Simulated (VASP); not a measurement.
# HfSiO4 (I4_1/amd) in VASP: single point with PBE

Aim: the single point of HfSiO4 with PBE.

Everything below comes from runs of VASP 6.6.1. Logs are shortened: lines on timing, memory, paths and dates and some standing lists are left out, and cuts for length are marked.

**1. The cell of the first run**

Symmetry: I4_1/amd, No. 141, tetragonal system. The conventional cell has a = 6.645 Å, b = 6.645 Å, c = 6.015 Å, α = 90.00°, β = 90.00°, γ = 90.00°. Within 2.8 Å of Hf (site symmetry -4m2) lie 8 O at 2.14 to 2.28 Å. Within 2.2 Å of Si (site symmetry -4m2) lie 4 O at 1.64 Å. Within 2.2 Å of O (site symmetry m) lie 1 Si at 1.64 Å and 1 Hf at 2.14 Å.

**2. Single point, PBE**

Contents of INCAR:

```
SYSTEM = HfSiO4
ALGO = Normal
EDIFF = 1E-6
ENCUT = 520
GGA = PE
ISIF = 2
ISMEAR = 0
LASPH = .True.
LCHARG = .True.
LELF = .True.
LREAL = .False.
LVHAR = .True.
LWAVE = .False.
NBANDS = 50
NELM = 80
PREC = Accurate
SIGMA = 0.02
```

Contents of KPOINTS:

```
k-points
0
Gamma
  6 6 6
  0 0 0
```

Contents of POSCAR:

```
HfSiO4
1.0
   -3.3224525161      3.3224525161      3.0074740540
    3.3224525161     -3.3224525161      3.0074740540
    3.3224525161      3.3224525161     -3.0074740540
Hf Si O
2 2 8
Direct
    0.0000000000      0.0000000000      0.0000000000
    0.7500000000      0.2500000000      0.5000000000
    0.2500000000      0.7500000000      0.5000000000
    0.5000000000      0.5000000000      0.0000000000
    0.1347298444      0.3189389224      0.8157909220
    0.0689389224      0.7531480004      0.6842090780
    0.0689389224      0.3847298444      0.3157909220
    0.5031480004      0.3189389224      0.1842090780
    0.6810610776      0.4968519996      0.8157909220
    0.6152701556      0.9310610776      0.6842090780
    0.2468519996      0.9310610776      0.3157909220
    0.6810610776      0.8652701556      0.1842090780
```

Potentials or basis: VASP PAW PBE potentials, release 64 (Hf_pv, Si, O).

Started as:

```bash
> cat potpaw_PBE.64/Hf_pv/POTCAR potpaw_PBE.64/Si/POTCAR potpaw_PBE.64/O/POTCAR > POTCAR
> mpirun -np 1 vasp_std > vasp.out
```

OUTCAR:

```text
SYSTEM = HfSiO4
   EDIFF = 1E-6
   ENCUT = 520
   GGA = PE
   ISIF = 2
   ISMEAR = 0
   LASPH = .True.
   LREAL = .False.
   NELM = 80
   PREC = Accurate

 ion  position               nearest neighbor table
   1  0.000  0.000  0.000-   6 2.14  11 2.14  10 2.14   7 2.14   8 2.28   5 2.28  12 2.28   9 2.28
                             4 3.01   4 3.01   2 3.65   2 3.65   2 3.65   2 3.65
   2  0.750  0.250  0.500-   8 2.14   9 2.14   5 2.14  12 2.14   7 2.28  10 2.28   6 2.28  11 2.28
                             3 3.01   3 3.01   1 3.65   1 3.65   1 3.65   1 3.65
   3  0.250  0.750  0.500-   6 1.64  11 1.64  10 1.64   7 1.64   2 3.01   2 3.01
   4  0.500  0.500  0.000-   8 1.64   9 1.64   5 1.64  12 1.64   1 3.01   1 3.01
   5  0.135  0.319  0.816-   4 1.64   2 2.14   1 2.28
   6  0.069  0.753  0.684-   3 1.64   1 2.14   2 2.28
   7  0.069  0.385  0.316-   3 1.64   1 2.14   2 2.28
   8  0.503  0.319  0.184-   4 1.64   2 2.14   1 2.28
   9  0.681  0.497  0.816-   4 1.64   2 2.14   1 2.28
  10  0.615  0.931  0.684-   3 1.64   1 2.14   2 2.28
  11  0.247  0.931  0.316-   3 1.64   1 2.14   2 2.28
  12  0.681  0.865  0.184-   4 1.64   2 2.14   1 2.28

  LATTYP: Found a body centered tetragonal cell.
 ALAT       =     6.6449050322
 C/A-ratio  =     0.9051970011

  Lattice vectors:

 A1 = (  -3.3224525161,   3.3224525161,   3.0074740540)
 A2 = (   3.3224525161,  -3.3224525161,   3.0074740540)
 A3 = (   3.3224525161,   3.3224525161,  -3.0074740540)

Analysis of symmetry for initial positions (statically):
=====================================================================
 Subroutine PRICEL returns:
 Original cell was already a primitive cell.

 Routine SETGRP: Setting up the symmetry group for a
 body centered tetragonal supercell.

 Subroutine GETGRP returns: Found 16 space group operations
 (whereof  8 operations were pure point group operations)
 out of a pool of 16 trial point group operations.

The static configuration has the point symmetry D_2d.
 The point group associated with its full space group is D_4h.

Analysis of symmetry for dynamics (positions and initial velocities):
=====================================================================
 Subroutine PRICEL returns:
 Original cell was already a primitive cell.

 Routine SETGRP: Setting up the symmetry group for a
 body centered tetragonal supercell.

 Subroutine GETGRP returns: Found 16 space group operations
 (whereof  8 operations were pure point group operations)
 out of a pool of 16 trial point group operations.

The dynamic configuration has the point symmetry D_2d.
 The point group associated with its full space group is D_4h.

 Subroutine INISYM returns: Found 16 space group operations
 (whereof  8 operations are pure point group operations),
 and found     1 'primitive' translations

----------------------------------------------------------------------------------------

                                     Primitive cell

  volume of cell :     132.7943

  direct lattice vectors                    reciprocal lattice vectors
    -3.322452516  3.322452516  3.007474054     0.000000000  0.150491240  0.166252473
     3.322452516 -3.322452516  3.007474054     0.150491240  0.000000000  0.166252473
     3.322452516  3.322452516 -3.007474054     0.150491240  0.150491240  0.000000000

  length of vectors
     5.578734770  5.578734770  5.578734770     0.224248742  0.224248742  0.212826753

  position of ions in fractional coordinates (direct lattice)
     0.000000000  0.000000000  0.000000000
     0.750000000  0.250000000  0.500000000
     0.250000000  0.750000000  0.500000000
     0.500000000  0.500000000  0.000000000
     0.134729844  0.318938922  0.815790922
     0.068938922  0.753148000  0.684209078
     0.068938922  0.384729844  0.315790922
     0.503148000  0.318938922  0.184209078
     0.681061078  0.496852000  0.815790922
     0.615270156  0.931061078  0.684209078
     0.246852000  0.931061078  0.315790922
     0.681061078  0.865270156  0.184209078

  ion indices of the primitive-cell ions
   primitive index   ion index
                 1           1
                 2           2
                 3           3
                 4           4
                 5           5
                 6           6
                 7           7
                 8           8
                 9           9
                10          10
                11          11
                12          12

----------------------------------------------------------------------------------------

 KPOINTS: k-points

Automatic generation of k-mesh.
 Grid dimensions read from file:
 generate k-points for:    6    6    6

 Generating k-lattice:

  Cartesian coordinates                     Fractional coordinates (reciprocal lattice)
     0.000000000  0.025081873  0.027708746     0.166666667  0.000000000 -0.000000000
     0.025081873  0.000000000  0.027708746     0.000000000  0.166666667 -0.000000000
     0.025081873  0.025081873  0.000000000     0.000000000  0.000000000  0.166666667

  Length of vectors
     0.037374790  0.037374790  0.035471126

  Shift w.r.t. Gamma in fractional coordinates (k-lattice)
     0.000000000  0.000000000  0.000000000

 Subroutine IBZKPT returns following result:
 ===========================================

 Found     30 irreducible k-points:

 Following reciprocal coordinates:
            Coordinates               Weight
  0.000000  0.000000  0.000000      1.000000
  0.166667 -0.000000  0.000000      8.000000
  0.333333 -0.000000  0.000000      8.000000
  0.500000 -0.000000  0.000000      4.000000
  0.166667  0.166667  0.000000      8.000000
  0.333333  0.166667  0.000000     16.000000
[... 16 lines left out ...]
 -0.333333 -0.333333  0.166667      8.000000
 -0.166667 -0.333333  0.166667      8.000000
 [... further k-points ...]
   k-points           NKPTS =     30   k-points in BZ     NKDIM =     30   number of bands    NBANDS=     50
   number of dos      NEDOS =    301   number of ions     NIONS =     12
   total plane-waves  NPLWV =  74088
   dimension x,y,z NGX =    42 NGY =   42 NGZ =   42
   dimension x,y,z NGXF=    84 NGYF=   84 NGZF=   84
   ions per type =               2   2   8
   NGX,Y,Z   is equivalent  to a cutoff of  12.52, 12.52, 12.52 a.u.
   NGXF,Y,Z  is equivalent  to a cutoff of  25.03, 25.03, 25.03 a.u.
 SYSTEM =  HfSiO4
   PREC   = accura    normal or accurate (medium, high low for compatibility)
   ISTART =      0    job   : 0-new  1-cont  2-samecut
   ICHARG =      2    charge: 1-file 2-atom 10-const
   ISPIN  =      1    spin polarized calculation?
   LNONCOLLINEAR =      F non collinear calculations
   LSORBIT =      F    spin-orbit coupling
   LASPH  =      T    aspherical Exc in radial PAW
   ENCUT  =  520.0 eV  38.22 Ry    6.18 a.u.  10.37 10.37 10.37*2*pi/ulx,y,z
   NELM   =     80;   NELMIN=  2; NELMDL= -5     # of ELM steps
   EDIFF  = 0.1E-05   stopping-criterion for ELM
   LREAL  =      F    real-space projection
   EDIFFG = 0.1E-04   stopping-criterion for IOM
   NSW    =      0    number of steps for IOM
   IBRION =     -1    ionic relax: 0-MD 1-quasi-New 2-CG
   NFREE  =      0    steps in history (QN), initial steepest desc. (CG)
   ISIF   =      2    stress and relaxation
   ISYM   =      2    0-nonsym 1-usesym 2-fastsym
   POTIM  = 0.5000    time-step for ionic-motion
   TEBEG  =    0.0;   TEEND  =   0.0 temperature during run
   PSTRESS=    0.0 pullay stress
   NELECT =      76.0000    total number of electrons
   NUPDOWN=      -1.0000    fix difference up-down
   EMIN   =  10.00;   EMAX   =-10.00  energy-range for DOS
   EFERMI =   0.00;   METHOD = LEGACY
   ISMEAR =     0;   SIGMA  =   0.02  broadening in eV -4-tet -1-fermi 0-gaus
   EFERMI_NEDOS =   21; number of points for ismear=-14 and -15
   IALGO  =     38    algorithm
   IMIX   =      4    mixing-type and parameters
     AMIX     =   0.40;   BMIX     =  1.00
     AMIX_MAG =   1.60;   BMIX_MAG =  1.00
  volume/ion in A,a.u.               =      11.07        74.68
  Fermi-wavevector in a.u.,A,eV,Ry     =   1.359209  2.568532 25.136068  1.847449
  Thomas-Fermi vector in A             =   2.485976
   LORBIT       =      0    0 simple, 1 ext, 2 COOP (PROOUT), +10 PAW based schemes
   GGA     = PE    functional components
   LHFCALC =     F    Hartree Fock is set to
   AEXX    =    0.0000 exact exchange contribution
   IVDW    =     0    specifies the selected vdW correction
   LEPSILON=     F    determine dielectric tensor
   LRPA    =     F    only Hartree local field effects (RPA)
 non-spin polarized calculation
 Gauss-broadening in eV      SIGMA  =   0.02
  energy-cutoff  :      520.00
  volume of cell :      132.79
 maximum number of plane-waves:      3595
 NGX is ok and might be reduce to    42
   NGX = 21   NGY = 21   NGZ = 21

 number of electron      76.0000017 magnetization

 Free energy of the ion-electron system (eV)
  ---------------------------------------------------
  ext. energy  EPLUGINS =         0.00000000
  ---------------------------------------------------
  free energy    TOTEN  =      -108.65824648 eV

  energy without entropy =     -108.65824648  energy(sigma->0) =     -108.65824648

 E-fermi :   3.1509     XC(G=0): -10.9395

 val. band max:        3.0561355960   @ k =   0.0000   0.0000   0.0000
 cond. band min:       8.3265884799   @ k =   0.3333   0.3333   0.1667
 fundamental gap:      5.2704528839
 Fermi energy:         3.1509090387

 k-point     1 :       0.0000    0.0000    0.0000
  band No.  band energies     occupation
      1     -26.4094      2.00000
      2     -26.4094      2.00000
      3     -26.3492      2.00000
      4     -26.3401      2.00000
      5     -26.2545      2.00000
      6     -26.2545      2.00000
[... 42 lines left out ...]
     49      12.0410      0.00000
     50      12.6431      0.00000

 k-point     2 :       0.1667   -0.0000    0.0000
  band No.  band energies     occupation
      1     -26.4108      2.00000
      2     -26.4087      2.00000
      3     -26.3482      2.00000
      4     -26.3400      2.00000
      5     -26.2584      2.00000
      6     -26.2533      2.00000
[... 42 lines left out ...]
     49      11.9357      0.00000
     50      12.5905      0.00000

 k-point     3 :       0.3333   -0.0000    0.0000
  band No.  band energies     occupation
      1     -26.4135      2.00000
      2     -26.4039      2.00000
      3     -26.3676      2.00000
      4     -26.3176      2.00000
      5     -26.2703      2.00000
      6     -26.2509      2.00000
[... 42 lines left out ...]
     49      11.8001      0.00000
     50      12.5094      0.00000

 k-point     4 :       0.5000   -0.0000    0.0000
  band No.  band energies     occupation
      1     -26.4148      2.00000
      2     -26.3943      2.00000
      3     -26.3844      2.00000
      4     -26.2950      2.00000
      5     -26.2876      2.00000
      6     -26.2498      2.00000
[... 999 lines left out ...]
 k-point    23 :      -0.3333   -0.3333    0.1667
  band No.  band energies     occupation
      1     -26.4201      2.00000
      2     -26.4105      2.00000
      3     -26.3495      2.00000
      4     -26.3400      2.00000
      5     -26.2557      2.00000
      6     -26.2490      2.00000
[... 42 lines left out ...]
     49      12.1941      0.00000
     50      12.5442      0.00000

 k-point    24 :      -0.1667   -0.3333    0.1667
  band No.  band energies     occupation
      1     -26.4149      2.00000
      2     -26.4135      2.00000
      3     -26.3517      2.00000
      4     -26.3407      2.00000
      5     -26.2543      2.00000
      6     -26.2497      2.00000
[... 42 lines left out ...]
     49      11.6121      0.00000
     50      12.5278      0.00000

 [... further k-points ...]
[... 5 lines left out ...]
  --------------------------------------------------------------------------------------
  -------------------------------------------------------------------------------------
  Total       -1.4010080     -1.4010080     -1.1599343      0.0000000      0.0000000      0.0000000
  in kB      -16.9033097    -16.9033097    -13.9947297      0.0000000      0.0000000      0.0000000
  external PRESSURE =     -15.9337830 kB  Pullay stress =       0.0000000 kB

 VOLUME and BASIS-vectors are now :
 -----------------------------------------------------------------------------
  energy-cutoff  :      520.00
  volume of cell :      132.79
      direct lattice vectors                 reciprocal lattice vectors
    -3.322452516  3.322452516  3.007474054     0.000000000  0.150491240  0.166252473
     3.322452516 -3.322452516  3.007474054     0.150491240  0.000000000  0.166252473
     3.322452516  3.322452516 -3.007474054     0.150491240  0.150491240  0.000000000

 POSITION                                       TOTAL-FORCE (eV/Angst)
 -----------------------------------------------------------------------------------
      0.00000      0.00000      0.00000        -0.000000      0.000000     -0.000000
      0.00000      3.32245      1.50374        -0.000000      0.000000     -0.000000
      3.32245      0.00000      1.50374        -0.000000      0.000000     -0.000000
      0.00000      0.00000      3.00747        -0.000000      0.000000     -0.000000
      3.32245      2.09840     -1.08907        -0.000000     -0.125893     -0.132983
      4.54650      0.00000      0.41466         0.125893      0.000000     -0.132983
      2.09840     -0.00000      0.41466        -0.125893      0.000000     -0.132983
      0.00000      1.22405      1.91840        -0.000000      0.125893     -0.132983
      2.09840      3.32245      1.08907        -0.125893      0.000000      0.132983
      3.32245      1.22405      2.59281        -0.000000      0.125893      0.132983
      3.32245     -1.22405      2.59281        -0.000000     -0.125893      0.132983
      1.22405      0.00000      4.09655         0.125893      0.000000      0.132983
 -----------------------------------------------------------------------------------
    total drift:                                0.000000      0.000000      0.000000

  FREE ENERGIE OF THE ION-ELECTRON SYSTEM (eV)
  ---------------------------------------------------
  free  energy   TOTEN  =      -108.6582464848 eV

  energy  without entropy=     -108.6582464848  energy(sigma->0) =     -108.65824648
```

Wall time 3.3 min (1 thread of Intel Xeon Platinum 8488C (Sapphire Rapids), shared host); peak memory 0.35 GiB.

Results:

| Item | Value |
| --- | --- |
| Free energy | -108.6582 eV |
| Pressure | -1.6 GPa |
| Largest force | 0.183 eV/Å |
| Band gap on the k mesh | 5.27 eV, indirect (least direct gap 5.60 eV) |

Forces in eV/Å, atoms in the order of the input:
```
Hf   0.000  0.000  0.000
Hf   0.000  0.000  0.000
Si   0.000  0.000  0.000
Si   0.000  0.000  0.000
O    0.000 -0.126 -0.133
O    0.126  0.000 -0.133
O   -0.126  0.000 -0.133
O    0.000  0.126 -0.133
O   -0.126  0.000  0.133
O    0.000  0.126  0.133
O    0.000 -0.126  0.133
O    0.126  0.000  0.133
```

Levels at points of the mesh, in eV from the valence-band top:
```tsv
k point	band 36	band 37	band 38	band 39	band 40	band 41
(0.00, 0.00, 0.00)	-0.60	-0.53	0.00	5.60	5.91	5.96
(0.50, 0.00, 0.00)	-0.80	-0.24	-0.22	5.50	5.66	6.39
(0.50, 0.50, 0.00)	-0.89	-0.58	-0.58	5.28	5.28	6.35
(0.50, 0.50, 0.50)	-1.07	-0.89	-0.89	6.06	6.06	6.38
```

Caveat: spin-orbit coupling is left out, which moves the levels of the heavy elements. A k mesh can miss the band edges.
